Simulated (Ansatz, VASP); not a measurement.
SiO2 in VASP and in Ansatz

Contents of INCAR:

```
PREC = Accurate
ENCUT = 520
EDIFF = 1E-6
ISMEAR = -1
SIGMA = 0.05
LREAL = False
LASPH = True
NELM = 80
ALGO = Normal
ISIF = 2
LWAVE = False
LCHARG = True
GGA = CA
LELF = True
LVHAR = True
NBANDS = 44
```

The input KPOINTS:

```
regular mesh
0
Gamma
  6 6 6
```

The input POSCAR:

```
SiO2
1.0
   -2.6233364600      4.7767535050      4.4416747250
    2.6233364600     -4.7767535050      4.4416747250
    2.6233364600      4.7767535050     -4.4416747250
Si O
4 8
Direct
    0.2603409800      0.8449448900      0.4153960900
    0.0704512000      0.1550551100      0.9153960900
    0.7396590200      0.1550551100      0.5846039100
    0.9295488000      0.8449448900      0.0846039100
    0.5000000000      0.0000000000      0.5000000000
    0.0000000000      0.0000000000      0.0000000000
    0.7931754100      0.0000000000      0.2931754100
    0.2068245900      0.5000000000      0.2068245900
    0.2068245900      0.0000000000      0.7068245900
    0.7931754100      0.5000000000      0.7931754100
    0.8693111300      0.1193111300      0.7500000000
    0.1306888700      0.8806888700      0.2500000000
```

input.yaml

```yaml
crystal:
  lattice:
    - [-2.62333646, 4.776753505, 4.441674725]
    - [2.62333646, -4.776753505, 4.441674725]
    - [2.62333646, 4.776753505, -4.441674725]
  atoms:
    - { symbol: Si, position: [0.26034098, 0.84494489, 0.41539609] }
    - { symbol: Si, position: [0.0704512, 0.15505511, 0.91539609] }
    - { symbol: Si, position: [0.73965902, 0.15505511, 0.58460391] }
    - { symbol: Si, position: [0.9295488, 0.84494489, 0.08460391] }
    - { symbol: O, position: [0.5, 0.0, 0.5] }
    - { symbol: O, position: [0.0, 0.0, 0.0] }
    - { symbol: O, position: [0.79317541, 0.0, 0.29317541] }
    - { symbol: O, position: [0.20682459, 0.5, 0.20682459] }
    - { symbol: O, position: [0.20682459, 0.0, 0.70682459] }
    - { symbol: O, position: [0.79317541, 0.5, 0.79317541] }
    - { symbol: O, position: [0.86931113, 0.11931113, 0.75] }
    - { symbol: O, position: [0.13068887, 0.88068887, 0.25] }
hamiltonian:
  xc: lda
  pseudopotentials: { kind: paw }
kpoints:
  mp_grid: { grid: [6, 6, 6] }
  band_path:
    path:
      - [[0.0, 0.0, 0.0], [0.3254019083, -0.3254019083, -0.3254019083], [0.2915581838, -0.3592456328, -0.2915581838], [0.0, -0.5, 0.0], [-0.25, -0.25, -0.25], [0.0, 0.0, -0.5], [-0.3254019083, 0.3254019083, -0.6745980917], [-0.5, 0.5, -0.5], [0.0, 0.0, 0.0], [-0.4661562755, -0.4661562755, 0.4661562755], [-0.5, 0.0, 0.0], [-0.25, -0.25, -0.25]]
      - [[-0.2915581838, -0.6407543672, 0.2915581838], [-0.4661562755, -0.4661562755, 0.4661562755]]
      - [[-0.5338437245, 0.4661562755, -0.4661562755], [-0.5, 0.5, -0.5]]
    npoints: 10
scf:
  occupations: { method: fermi_dirac, width: 0.05 }
  n_extra_bands: 30
output:
  forces: true
  stress: true
  eigenvalues: true
  fatbands: true
```

Alike in both runs: functional LDA; k mesh 6 × 6 × 6; occupations fermi-dirac, width 0.05 eV; no spin polarisation.

|  | VASP | Ansatz |
| --- | --- | --- |
| version | VASP 6.6.1 | Ansatz 0.2.0 |
| potentials or method | VASP PAW LDA potentials, release 64 (Si, O) | Ansatz PAW |
| plane-wave cutoff (eV) | 520 | 420 |
| valence electrons in the cell | 64 | 64 |
| task | single point | band structure |

VASP gave:

```
gap on the k mesh at the Fermi level (eV) : 5.41
least direct gap on the mesh (eV)         : 5.41
pressure (GPa)                            : -0.8
rms of the force components (eV/Å)        : 0.020
```

**Question.** Which values does Ansatz return?

**Answer.** gap on the k mesh at the Fermi level (eV): 5.42; least direct gap on the mesh (eV): 5.42; pressure (GPa): -1.2; rms of the force components (eV/Å): 0.037.

LDA's correlation is that of Perdew and Zunger in VASP and of Perdew and Wang (1992) in Ansatz. Atom by atom the forces differ by 0.018 eV/Å (rms over components).
